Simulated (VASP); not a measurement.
Input of a VASP 6.6.1 run:

Contents of POSCAR:

```
Ba2LuCu3O6
1.0
    5.6977990000     -0.1651210000      0.5819920000
    0.4685200000      5.6522840000      0.7657110000
   -0.6976880000     -0.1146350000      5.5629160000
O Cu Lu Ba
6 3 1 2
Direct
    0.8645260000      0.7820940000      0.2450660000
    0.1742590000      0.8067290000      0.3155670000
    0.0169970000      0.4481860000      0.1368330000
    0.8066290000      0.2000750000      0.8046590000
    0.6708720000      0.5478940000      0.4720580000
    0.2654050000      0.3986730000      0.3000260000
    0.6197440000      0.0326990000      0.0747360000
    0.8355580000      0.9916300000      0.5252590000
    0.0506090000      0.0937990000      0.0813250000
    0.3568280000      0.0121550000      0.6193860000
    0.5827680000      0.5418420000      0.0186570000
    0.0780190000      0.5245520000      0.6806520000
```

The input INCAR.step1:

```
SYSTEM = Ba2LuCu3O6
PREC = Accurate
ENCUT = 520
ISMEAR = 1
SIGMA = 0.0226
LREAL = .FALSE.
LASPH = .TRUE.
NELM = 100
NBANDS = 69
GGA = PE
ALGO = Normal
EDIFF = 1E-4
LWAVE = .TRUE.
LCHARG = .FALSE.
```

INCAR.step2

```
SYSTEM = Ba2LuCu3O6
PREC = Accurate
ENCUT = 520
EDIFF = 1E-6
ISMEAR = 1
SIGMA = 0.0226
LREAL = .FALSE.
LASPH = .TRUE.
NELM = 100
ALGO = Normal
ISIF = 2
LWAVE = .FALSE.
LCHARG = .TRUE.
METAGGA = R2SCAN
LMIXTAU = .TRUE.
LELF = .TRUE.
LVHAR = .TRUE.
NBANDS = 69
ISTART = 1
```

The input KPOINTS:

```
Automatic mesh
0
Gamma
  3 3 3
  0 0.5 0
```

Potentials or basis: VASP PAW PBE potentials, release 64 (O, Cu, Lu, Ba_sv).

Run with:

```sh
$ cat potpaw_PBE.64/O/POTCAR potpaw_PBE.64/Cu/POTCAR potpaw_PBE.64/Lu/POTCAR potpaw_PBE.64/Ba_sv/POTCAR > POTCAR
$ cp INCAR.step1 INCAR
$ mpirun -np 1 vasp_std > vasp.out
$ cp INCAR.step2 INCAR
$ mpirun -np 1 vasp_std > vasp.out
```

What does it give for the pressure?

2.7 GPa.

Predict the largest force.

4.839 eV/Å.

What does it give for the band gap on the k mesh?

0.17 eV (least direct gap 0.24 eV).

Forces in eV/Å, atoms in the order of the input:
```
O   -2.077  3.315  1.508
O    2.800  3.524  1.774
O    2.629 -2.864  0.996
O    0.080 -2.420 -1.405
O   -1.643  0.479  1.166
O   -1.235 -1.873 -0.411
Cu  -0.158 -0.260  0.129
Cu  -0.293  0.764 -0.319
Cu   0.596 -0.831  0.125
Lu   1.012  0.759 -3.591
Ba  -0.597 -0.742  1.493
Ba  -1.115  0.149 -1.466
```

Caveat: the PAW data sets were made with another functional, which shifts forces and pressure a little; spin-orbit coupling is left out, which moves the levels of the heavy elements.
